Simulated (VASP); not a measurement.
A run of VASP 6.6.1 is set up as follows.

File INCAR:

```
SYSTEM = IrO
  PREC = Accurate
  ENCUT = 520
  EDIFF = 1E-7
  ISMEAR = 0
  SIGMA = 0.1
  LREAL = .FALSE.
  LASPH = .TRUE.
  NELM = 150
  ALGO = Normal
  ISIF = 2
  LWAVE = .FALSE.
  LCHARG = .FALSE.
  ISPIN = 2
  MAGMOM = 1 0
  LORBIT = 11
  LMAXMIX = 4
  GGA = PE
  NBANDS = 18
```

KPOINTS

```
Automatic mesh
0
G
  6 6 6
  0 0 0
```

POSCAR

```
IrO
1.0
    2.8195123734      0.0000000000      0.0000000000
   -1.4097561867      2.4417693417      0.0000000000
    0.0000000000      0.0000000000      2.7500074316
Ir O
1 1
Direct
    0.0000000000      0.0000000000      0.0000000000
    0.6666666667      0.3333333333      0.5000000000
```

Potentials or basis: VASP PAW PBE potentials, release 64 (Ir, O).

Run with:

```sh
$ cat potpaw_PBE.64/Ir/POTCAR potpaw_PBE.64/O/POTCAR > POTCAR
$ mpirun -np 1 vasp_std > vasp.out
```

Task: Predict the pressure.

Result: 87.6 GPa.

Task: Predict the net moment.

Result: 0.00 μB per cell.

Stress tensor (GPa, compression positive):
```
 75.45   0.00   0.00
  0.00  75.45   0.00
  0.00   0.00 112.01
```

Caveat: the k points lie up to 0.43 Å⁻¹ apart.
